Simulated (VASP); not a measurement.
# AgCl (Immm) in VASP: notebook

The runs below take AgCl through single point, with PBE.

All numbers are computed with VASP 6.6.1; they aren't measurements. Logs are shortened: lines on timing, memory, paths and dates and some standing lists are left out, and cuts for length are marked.

## Step 1: The cell of the first run

The structure is orthorhombic, space group Immm (No. 71). Conventional cell: a = 3.873 Å, b = 3.971 Å, c = 5.546 Å, α = 90.00°, β = 90.00°, γ = 90.00°. Ag (site symmetry mmm) has 6 Cl at 2.77 Å within 3.7 Å. Cl (site symmetry mmm) has 6 Ag at 2.77 Å within 3.7 Å.

## Step 2: Single point, PBE (strain +0.0250 x Voigt [0, 0, 0, 0, 1, 0])

The input, INCAR:

```
SYSTEM = AgCl
PREC = Accurate
ENCUT = 520
EDIFF = 1E-6
ISMEAR = 0
SIGMA = 0.05
LREAL = .False.
LASPH = .True.
NELM = 100
ALGO = Normal
ISIF = 2
LWAVE = .False.
LCHARG = .True.
GGA = PE
LELF = .True.
LVHAR = .True.
NBANDS = 16
```

The input, KPOINTS:

```
Automatic mesh
0
Gamma
  8 8 8
  0 0 0
```

The input, POSCAR:

```
AgCl
1.0
    0.0346643750      2.7731500000      2.7731500000
    2.8078143750      0.0000000000      2.8078143750
    2.7731500000      2.7731500000      0.0346643750
Ag Cl
1 1
Direct
    0.5000000000      0.5000000000      0.5000000000
    0.0000000000      0.0000000000      0.0000000000
```

Potentials or basis: VASP PAW PBE potentials, release 64 (Ag, Cl).

Command:

```console
> cat potpaw_PBE.64/Ag/POTCAR potpaw_PBE.64/Cl/POTCAR > POTCAR
> mpirun -np 1 vasp_std > vasp.out
```

OUTCAR:

```text
SYSTEM = AgCl
   PREC = Accurate
   ENCUT = 520
   EDIFF = 1E-6
   ISMEAR = 0
   LREAL = .False.
   LASPH = .True.
   NELM = 100
   ISIF = 2
   GGA = PE

 ion  position               nearest neighbor table
   1  0.500  0.500  0.500-   2 2.77   2 2.77   2 2.77   2 2.77   2 2.77   2 2.77
   2  0.000  0.000  0.000-   1 2.77   1 2.77   1 2.77   1 2.77   1 2.77   1 2.77

  LATTYP: Found a body centered orthorhombic cell.
 ALAT       =     3.8728035112
 B/A-ratio  =     1.0253164557
 C/A-ratio  =     1.4321149999

  Lattice vectors:

 A1 = (   0.0346643750,  -2.7731500000,   2.7731500000)
 A2 = (  -0.0346643750,  -2.7731500000,  -2.7731500000)
 A3 = (   2.7731500000,   2.7731500000,   0.0346643750)

Analysis of symmetry for initial positions (statically):
=====================================================================
 Subroutine PRICEL returns:
 Original cell was already a primitive cell.

 Routine SETGRP: Setting up the symmetry group for a
 body centered orthorhombic supercell.

 Subroutine GETGRP returns: Found  8 space group operations
 (whereof  8 operations were pure point group operations)
 out of a pool of  8 trial point group operations.

The static configuration has the point symmetry D_2h.

Analysis of symmetry for dynamics (positions and initial velocities):
=====================================================================
 Subroutine PRICEL returns:
 Original cell was already a primitive cell.

 Routine SETGRP: Setting up the symmetry group for a
 body centered orthorhombic supercell.

 Subroutine GETGRP returns: Found  8 space group operations
 (whereof  8 operations were pure point group operations)
 out of a pool of  8 trial point group operations.

The dynamic configuration has the point symmetry D_2h.

 Subroutine INISYM returns: Found  8 space group operations
 (whereof  8 operations are pure point group operations),
 and found     1 'primitive' translations

----------------------------------------------------------------------------------------

                                     Primitive cell

  volume of cell :      42.6464

  direct lattice vectors                    reciprocal lattice vectors
     0.034664375  2.773150000  2.773150000    -0.182582664  0.180300380  0.182582664
     2.807814375  0.000000000  2.807814375     0.178074450 -0.180300380  0.178074450
     2.773150000  2.773150000  0.034664375     0.182582664  0.180300380 -0.182582664

  length of vectors
     3.921979534  3.970849170  3.921979534     0.314930287  0.309724469  0.314930287

  position of ions in fractional coordinates (direct lattice)
     0.500000000  0.500000000  0.500000000
     0.000000000  0.000000000  0.000000000

  ion indices of the primitive-cell ions
   primitive index   ion index
                 1           1
                 2           2

----------------------------------------------------------------------------------------

 KPOINTS: Automatic mesh

Automatic generation of k-mesh.
 Grid dimensions read from file:
 generate k-points for:    8    8    8

 Generating k-lattice:

  Cartesian coordinates                     Fractional coordinates (reciprocal lattice)
    -0.022822833  0.022537548  0.022822833     0.125000000  0.000000000  0.000000000
     0.022259306 -0.022537548  0.022259306     0.000000000  0.125000000 -0.000000000
     0.022822833  0.022537548 -0.022822833     0.000000000  0.000000000  0.125000000

  Length of vectors
     0.039366286  0.038715559  0.039366286

  Shift w.r.t. Gamma in fractional coordinates (k-lattice)
     0.000000000  0.000000000  0.000000000

 Subroutine IBZKPT returns following result:
 ===========================================

 Found     95 irreducible k-points:

 Following reciprocal coordinates:
            Coordinates               Weight
  0.000000  0.000000  0.000000      1.000000
  0.125000  0.000000  0.000000      4.000000
  0.250000  0.000000  0.000000      4.000000
  0.375000  0.000000 -0.000000      4.000000
  0.500000  0.000000  0.000000      2.000000
 -0.000000  0.125000 -0.000000      4.000000
[... 16 lines left out ...]
  0.125000  0.375000 -0.000000      8.000000
  0.250000  0.375000 -0.000000      8.000000
 [... further k-points ...]
   k-points           NKPTS =     95   k-points in BZ     NKDIM =     95   number of bands    NBANDS=     16
   number of dos      NEDOS =    301   number of ions     NIONS =      2
   total plane-waves  NPLWV =  27000
   dimension x,y,z NGX =    30 NGY =   30 NGZ =   30
   dimension x,y,z NGXF=    60 NGYF=   60 NGZF=   60
   ions per type =               1   1
   NGX,Y,Z   is equivalent  to a cutoff of  12.72, 12.56, 12.72 a.u.
   NGXF,Y,Z  is equivalent  to a cutoff of  25.43, 25.12, 25.43 a.u.
 SYSTEM =  AgCl
   PREC   = accura    normal or accurate (medium, high low for compatibility)
   ISTART =      0    job   : 0-new  1-cont  2-samecut
   ICHARG =      2    charge: 1-file 2-atom 10-const
   ISPIN  =      1    spin polarized calculation?
   LNONCOLLINEAR =      F non collinear calculations
   LSORBIT =      F    spin-orbit coupling
   LASPH  =      T    aspherical Exc in radial PAW
   ENCUT  =  520.0 eV  38.22 Ry    6.18 a.u.   7.29  7.38  7.29*2*pi/ulx,y,z
   NELM   =    100;   NELMIN=  2; NELMDL= -5     # of ELM steps
   EDIFF  = 0.1E-05   stopping-criterion for ELM
   LREAL  =      F    real-space projection
   EDIFFG = 0.1E-04   stopping-criterion for IOM
   NSW    =      0    number of steps for IOM
   IBRION =     -1    ionic relax: 0-MD 1-quasi-New 2-CG
   NFREE  =      0    steps in history (QN), initial steepest desc. (CG)
   ISIF   =      2    stress and relaxation
   ISYM   =      2    0-nonsym 1-usesym 2-fastsym
   POTIM  = 0.5000    time-step for ionic-motion
   TEBEG  =    0.0;   TEEND  =   0.0 temperature during run
   PSTRESS=    0.0 pullay stress
   NELECT =      18.0000    total number of electrons
   NUPDOWN=      -1.0000    fix difference up-down
   EMIN   =  10.00;   EMAX   =-10.00  energy-range for DOS
   EFERMI =   0.00;   METHOD = LEGACY
   ISMEAR =     0;   SIGMA  =   0.05  broadening in eV -4-tet -1-fermi 0-gaus
   EFERMI_NEDOS =   21; number of points for ismear=-14 and -15
   IALGO  =     38    algorithm
   IMIX   =      4    mixing-type and parameters
     AMIX     =   0.40;   BMIX     =  1.00
     AMIX_MAG =   1.60;   BMIX_MAG =  1.00
  volume/ion in A,a.u.               =      21.32       143.90
  Fermi-wavevector in a.u.,A,eV,Ry     =   1.228019  2.320619 20.517988  1.508030
  Thomas-Fermi vector in A             =   2.362960
   LORBIT       =      0    0 simple, 1 ext, 2 COOP (PROOUT), +10 PAW based schemes
   GGA     = PE    functional components
   LHFCALC =     F    Hartree Fock is set to
   AEXX    =    0.0000 exact exchange contribution
   IVDW    =     0    specifies the selected vdW correction
   LEPSILON=     F    determine dielectric tensor
   LRPA    =     F    only Hartree local field effects (RPA)
 non-spin polarized calculation
 Gauss-broadening in eV      SIGMA  =   0.05
  energy-cutoff  :      520.00
  volume of cell :       42.65
 maximum number of plane-waves:      1172
 NGX is ok and might be reduce to    30
   NGX = 15   NGY = 15   NGZ = 15

 number of electron      18.0000003 magnetization

 Free energy of the ion-electron system (eV)
  ---------------------------------------------------
  ext. energy  EPLUGINS =         0.00000000
  ---------------------------------------------------
  free energy    TOTEN  =        -5.39390970 eV

  energy without entropy =       -5.39390970  energy(sigma->0) =       -5.39390970

 E-fermi :   4.0836     XC(G=0):  -9.9665

 val. band max:        3.8403785073   @ k =   0.5000   0.0000   0.0000
 cond. band min:       4.7258260055   @ k =   0.0000   0.0000   0.0000
 fundamental gap:      0.8854474982
 Fermi energy:         4.0835641556

 k-point     1 :       0.0000    0.0000    0.0000
  band No.  band energies     occupation
      1     -11.3294      2.00000
      2       1.3600      2.00000
      3       1.3717      2.00000
      4       1.3977      2.00000
      5       1.4208      2.00000
      6       1.4249      2.00000
[... 8 lines left out ...]
     15      17.0493      0.00000
     16      17.1621      0.00000

 k-point     2 :       0.1250    0.0000    0.0000
  band No.  band energies     occupation
      1     -11.2679      2.00000
      2       0.6887      2.00000
      3       0.6956      2.00000
      4       0.7408      2.00000
      5       1.4179      2.00000
      6       1.4330      2.00000
[... 8 lines left out ...]
     15      15.8543      0.00000
     16      16.5053      0.00000

 k-point     3 :       0.2500    0.0000    0.0000
  band No.  band energies     occupation
      1     -11.1131      2.00000
      2      -0.3366      2.00000
      3       0.1048      2.00000
      4       0.1612      2.00000
      5       1.5478      2.00000
      6       1.5657      2.00000
[... 8 lines left out ...]
     15      16.1523      0.00000
     16      16.3441      0.00000

 k-point     4 :       0.3750    0.0000   -0.0000
  band No.  band energies     occupation
      1     -10.9484      2.00000
      2      -1.1197      2.00000
      3      -0.2669      2.00000
      4      -0.2071      2.00000
      5       1.6832      2.00000
      6       1.7027      2.00000
[... 8 lines left out ...]
     15      16.8558      0.00000
     16      17.0917      0.00000

 k-point     5 :       0.5000    0.0000    0.0000
  band No.  band energies     occupation
      1     -10.8768      2.00000
      2      -1.4076      2.00000
      3      -0.3943      2.00000
      4      -0.3334      2.00000
      5       1.7409      2.00000
      6       1.7609      2.00000
[... 8 lines left out ...]
     15      17.4593      0.00000
     16      17.6900      0.00000

 k-point     6 :      -0.0000    0.1250   -0.0000
  band No.  band energies     occupation
      1     -11.2710      2.00000
      2       0.6386      2.00000
      3       0.7175      2.00000
      4       0.7687      2.00000
      5       1.4311      2.00000
      6       1.4488      2.00000
[... 8 lines left out ...]
     15      15.9704      0.00000
     16      16.6397      0.00000

 k-point     7 :       0.1250    0.1250   -0.0000
  band No.  band energies     occupation
      1     -11.2516      2.00000
      2       0.1836      2.00000
      3       1.0133      2.00000
      4       1.0159      2.00000
      5       1.3317      2.00000
      6       1.4467      2.00000
[... 8 lines left out ...]
     15      17.7727      0.00000
     16      17.7884      0.00000

 k-point     8 :       0.2500    0.1250   -0.0000
  band No.  band energies     occupation
      1     -11.1327      2.00000
      2      -0.3872      2.00000
      3       0.4514      2.00000
      4       0.5293      2.00000
      5       1.3894      2.00000
      6       1.5766      2.00000
[... 8 lines left out ...]
     15      17.2489      0.00000
     16      17.7066      0.00000

 k-point     9 :       0.3750    0.1250   -0.0000
  band No.  band energies     occupation
      1     -10.9767      2.00000
      2      -0.9051      2.00000
      3      -0.1448      2.00000
      4       0.0352      2.00000
      5       1.5370      2.00000
      6       1.7202      2.00000
[... 8 lines left out ...]
     15      17.5992      0.00000
     16      17.7631      0.00000
[... 172 lines left out ...]
 k-point    19 :      -0.3750    0.2500    0.0000
  band No.  band energies     occupation
      1     -10.8569      2.00000
      2      -0.9242      2.00000
      3      -0.2429      2.00000
      4      -0.2199      2.00000
      5       1.6747      2.00000
      6       1.7471      2.00000
[... 8 lines left out ...]
     15      16.9132      0.00000
     16      19.4292      0.00000

 k-point    20 :      -0.2500    0.2500   -0.0000
  band No.  band energies     occupation
      1     -10.9250      2.00000
      2      -0.9644      2.00000
      3      -0.2647      2.00000
      4       0.0804      2.00000
      5       1.6445      2.00000
      6       1.7345      2.00000
[... 8 lines left out ...]
     15      18.0562      0.00000
     16      19.6038      0.00000

 k-point    21 :      -0.1250    0.2500    0.0000
  band No.  band energies     occupation
      1     -11.0361      2.00000
      2      -0.7551      2.00000
      3      -0.1254      2.00000
      4       0.2549      2.00000
      5       1.5657      2.00000
      6       1.6618      2.00000
[... 8 lines left out ...]
     15      17.5882      0.00000
     16      17.7546      0.00000

 k-point    22 :       0.0000    0.3750    0.0000
  band No.  band energies     occupation
      1     -10.9681      2.00000
      2      -1.1506      2.00000
      3      -0.2159      2.00000
      4      -0.1517      2.00000
      5       1.6721      2.00000
      6       1.6962      2.00000
[... 8 lines left out ...]
     15      16.8934      0.00000
     16      17.0734      0.00000

 k-point    23 :       0.1250    0.3750   -0.0000
  band No.  band energies     occupation
      1     -10.9930      2.00000
      2      -0.9130      2.00000
      3      -0.0960      2.00000
      4       0.0573      2.00000
      5       1.5500      2.00000
      6       1.7049      2.00000
[... 8 lines left out ...]
     15      17.5561      0.00000
     16      17.8879      0.00000

 k-point    24 :       0.2500    0.3750   -0.0000
  band No.  band energies     occupation
      1     -10.9754      2.00000
      2      -0.7873      2.00000
      3       0.3189      2.00000
      4       0.4373      2.00000
      5       1.3298      2.00000
      6       1.7049      2.00000
[... 8 lines left out ...]
     15      18.4162      0.00000
     16      19.4844      0.00000

 [... further k-points ...]

------------------------ aborting loop because EDIFF is reached ----------------------------------------

  FORCE on cell =-STRESS in cart. coord.  units (eV):
  Direction    XX          YY          ZZ          XY          YZ          ZX
  --------------------------------------------------------------------------------------
  -------------------------------------------------------------------------------------
  Total        0.3903849      0.3886797      0.3903849      0.0000000      0.0000000     -0.0357915
  in kB       14.6663273     14.6022634     14.6663273      0.0000000      0.0000000     -1.3446467
  external PRESSURE =      14.6449727 kB  Pullay stress =       0.0000000 kB

 VOLUME and BASIS-vectors are now :
 -----------------------------------------------------------------------------
  energy-cutoff  :      520.00
  volume of cell :       42.65
      direct lattice vectors                 reciprocal lattice vectors
     0.034664375  2.773150000  2.773150000    -0.182582664  0.180300380  0.182582664
     2.807814375  0.000000000  2.807814375     0.178074450 -0.180300380  0.178074450
     2.773150000  2.773150000  0.034664375     0.182582664  0.180300380 -0.182582664

 POSITION                                       TOTAL-FORCE (eV/Angst)
 -----------------------------------------------------------------------------------
      2.80781      2.77315      2.80781        -0.000000      0.000000     -0.000000
      0.00000      0.00000      0.00000         0.000000     -0.000000      0.000000
 -----------------------------------------------------------------------------------
    total drift:                                0.000000      0.000000      0.000000

  FREE ENERGIE OF THE ION-ELECTRON SYSTEM (eV)
  ---------------------------------------------------
  free  energy   TOTEN  =        -5.3939097036 eV

  energy  without entropy=       -5.3939097036  energy(sigma->0) =       -5.39390970
```

Run time: 91 s. Hardware: 1 thread of Intel Xeon 8259CL, shared host; peak memory 0.21 GiB.

What came out:

```yaml
Free_energy: -5.3939 eV
Pressure: 1.5 GPa
Band_gap_on_the_k_mesh: 0.89 eV (least direct gap 3.16 eV)
```

Stress tensor (GPa, compression positive):
```
 1.47  0.00 -0.13
 0.00  1.46  0.00
-0.13  0.00  1.47
```

Caveat: the cell differs from its parent crystal (strain +0.0250 x Voigt [0, 0, 0, 0, 1, 0]).

## Step 3: Single point, PBE (strain +0.0150 x Voigt [0, 0, 0, 0, 1, 0])

The input, INCAR:

```
SYSTEM = AgCl
ALGO = Normal ; EDIFF = 1E-6
ENCUT = 520 ; GGA = PE
ISIF = 2 ; ISMEAR = 0
LASPH = .TRUE. ; LCHARG = .FALSE.
LREAL = .FALSE. ; LWAVE = .FALSE.
NBANDS = 16 ; NELM = 100
PREC = Accurate ; SIGMA = 0.05
```

The input, KPOINTS:

```
k-points
0
G
  8 8 8
  0 0 0
```

The input, POSCAR:

```
AgCl
1.0
    0.0207986250      2.7731500000      2.7731500000
    2.7939486250      0.0000000000      2.7939486250
    2.7731500000      2.7731500000      0.0207986250
Ag Cl
1 1
Direct
    0.5000000000      0.5000000000      0.5000000000
    0.0000000000      0.0000000000      0.0000000000
```

Potentials or basis: VASP PAW PBE potentials, release 64 (Ag, Cl).

Command:

```console
> cat potpaw_PBE.64/Ag/POTCAR potpaw_PBE.64/Cl/POTCAR > POTCAR
> mpirun -np 1 vasp_std > vasp.out
```

Run time: 92 s. Hardware: 1 thread of Intel Xeon 8259CL, shared host; peak memory 0.21 GiB.

The run converged. Its results:

```
Free energy            : -5.3942 eV
Pressure               : 1.5 GPa
Band gap on the k mesh : 0.90 eV (least direct gap 3.17 eV)
```

Stress tensor (GPa, compression positive):
```
 1.47  0.00 -0.08
 0.00  1.47  0.00
-0.08  0.00  1.47
```

Levels at points of the mesh, in eV from the valence-band top:
```csv
k point,band 5,band 6,band 7,band 8,band 9,band 10,band 11,band 12,band 13,band 14
"(0.00, 0.00, 0.00)",-2.41,-2.41,-2.37,-2.34,-2.30,0.90,10.75,10.84,10.93,12.36
"(0.50, 0.00, 0.00)",-2.09,-2.08,-1.76,-0.02,0.00,4.20,6.55,7.57,7.66,13.53
"(0.00, 0.50, 0.00)",-2.10,-2.08,-1.78,-0.03,-0.01,4.26,6.49,7.67,7.76,13.59
"(0.50, 0.50, 0.00)",-2.78,-2.22,-1.97,-1.97,-1.88,2.37,8.01,8.62,11.50,11.50
"(0.50, 0.00, 0.50)",-2.78,-2.22,-1.97,-1.97,-1.88,2.37,8.01,8.62,11.43,11.57
```

Caveat: the cell differs from its parent crystal (strain +0.0150 x Voigt [0, 0, 0, 0, 1, 0]).

## Step 4: Single point, PBE (strain +0.0050 x Voigt [0, 0, 0, 0, 1, 0])

The input, INCAR:

```
SYSTEM = AgCl
  PREC = Accurate
  ENCUT = 520
  EDIFF = 1E-7
  ISMEAR = 0
  SIGMA = 0.05
  LREAL = .False.
  LASPH = .True.
  NELM = 100
  ALGO = Normal
  ISIF = 2
  LWAVE = .False.
  LCHARG = .False.
  GGA = PE
  NBANDS = 16
```

The input, KPOINTS:

```
Automatic mesh
0
Gamma
  8 8 8
  0 0 0
```

The input, POSCAR:

```
AgCl
1.0
    0.0069328750      2.7731500000      2.7731500000
    2.7800828750      0.0000000000      2.7800828750
    2.7731500000      2.7731500000      0.0069328750
Ag Cl
1 1
Direct
    0.5000000000      0.5000000000      0.5000000000
    0.0000000000      0.0000000000      0.0000000000
```

Command:

```console
> cat potpaw_PBE.64/Ag/POTCAR potpaw_PBE.64/Cl/POTCAR > POTCAR
> mpirun -np 1 vasp_std > vasp.out
```

It took 1.7 min on 1 thread of Intel Xeon 8259CL, shared host; peak memory 0.21 GiB.

Results (log left out):

```
Free energy            : -5.3944 eV
Pressure               : 1.5 GPa
Band gap on the k mesh : 0.90 eV (least direct gap 3.18 eV)
```

Levels at points of the mesh, in eV from the valence-band top:
```csv
k point,band 7,band 8,band 9,band 10,band 11,band 12
"(0.00, 0.00, 0.00)",-2.34,-2.33,-2.32,0.90,10.82,10.85
"(0.50, 0.00, 0.00)",-1.76,-0.01,0.00,4.23,6.54,7.64
"(0.00, 0.50, 0.00)",-1.77,-0.01,0.00,4.25,6.52,7.67
"(0.50, 0.50, 0.00)",-1.96,-1.96,-1.87,2.38,8.02,8.63
"(0.50, 0.00, 0.50)",-1.96,-1.96,-1.87,2.38,8.02,8.63
```

Caveat: the cell differs from its parent crystal (strain +0.0050 x Voigt [0, 0, 0, 0, 1, 0]).

## Step 5: The runs side by side

```tsv
cell	gap on the mesh (eV)	pressure (GPa)
a = 3.922, b = 3.971 Å, angles 59.6, 59.2, 59.6°, 2 atoms	0.89	1.5
a = 3.922, b = 3.951 Å, angles 59.8, 59.5, 59.8°, 2 atoms	0.90	1.5
a = 3.922, b = 3.932 Å, angles 59.9, 59.8, 59.9°, 2 atoms	0.90	1.5
```

Alike in all rows: task single point; level PBE; potentials or basis VASP PAW PBE potentials, release 64 (Ag, Cl); no spin polarisation; k mesh 8 × 8 × 8; cutoff (eV) 520; smearing gaussian 0.05 eV.

Absolute energies hang on the potentials; compare differences alone.
